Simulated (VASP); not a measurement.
A run of VASP 6.6.1 is set up as follows.

The input INCAR:

```
  PREC = Accurate
  ENCUT = 520
  EDIFF = 1E-6
  ISMEAR = 0
  SIGMA = 0.15
  LREAL = F
  LASPH = T
  NELM = 60
  ALGO = Fast
  ISIF = 2
  LWAVE = F
  LCHARG = T
  GGA = PS
  LELF = T
  LVHAR = T
  NBANDS = 21
```

KPOINTS

```
Automatic mesh
0
Gamma
  22 22 16
```

The input POSCAR:

```
W
1.0
    0.0000000000     -1.9989957669     -1.9989957669
    0.0000000000      1.9989957669     -1.9989957669
    3.9979915338      0.0000000000      0.0000000000
W
2
Direct
    0.4962481161      0.4962481161      0.5000000000
    0.0037518839      0.0037518839      0.0000000000
```

Potentials or basis: VASP PAW PBE potentials, release 64 (W_sv).

Run with:

```sh
$ cat potpaw_PBE.64/W_sv/POTCAR > POTCAR
$ mpirun -np 1 vasp_std > vasp.out
```

Predict the largest force.

0.112 eV/Å.

Estimate the band gap on the k mesh.

zero (bands 14 and 15 overlap by 3.65 eV).

Predict the pressure.

0.7 GPa.

Forces on the atoms (eV/Å):
```
W    0.000  0.000 -0.112
W    0.000  0.000  0.112
```

Caveat: the cell differs from its parent crystal (atoms displaced along a vibrational mode); the PAW data sets were made with another functional, which shifts forces and pressure a little; spin-orbit coupling is left out, which moves the levels of the heavy elements.
